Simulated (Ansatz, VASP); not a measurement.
# Co: VASP beside Ansatz

```
CELL_PARAMETERS angstrom
0.00000 1.76008 1.76008
1.76008 0.00000 1.76008
1.76008 1.76008 0.00000
ATOMIC_POSITIONS crystal
Co 0.00000 0.00000 0.00000
```

Alike in both runs: functional PBE; k mesh 20 × 20 × 20; occupations gaussian, width 0.1 eV; collinear spin.

Ansatz relaxed the structure, and its values are those at the end. VASP's run is a single point on that final structure, the one shown.

```csv
,VASP,Ansatz
version,VASP 6.6.1,Ansatz 0.2.0
potentials or method,"VASP PAW PBE potentials, release 64 (Co), cutoff 520 eV","scalar-relativistic, plane waves, PAW"
valence electrons in the cell,9,17
```

|  | VASP | Ansatz | Ansatz less VASP |
| --- | --- | --- | --- |
| gap on the k mesh at the Fermi level (eV) | none | none | - |
| pressure (GPa) | -0.7 | 0.0 | +0.72 |
| net moment per atom (μB) | 1.64 | 1.64 | +0.009 |
| size of the moment on the site where the two differ most (μB) | 1.65 | 1.71 | +0.059 |

Site moments also hang on the region over which each program counts them. A gap of «none» marks a metal or a gap that the smearing closes. The functional is the same, so the differences come from potentials, cutoffs and numerics. VASP's potentials hold 9 valence electrons a cell and Ansatz's 17, so a difference there can come from the potentials and not from the codes.
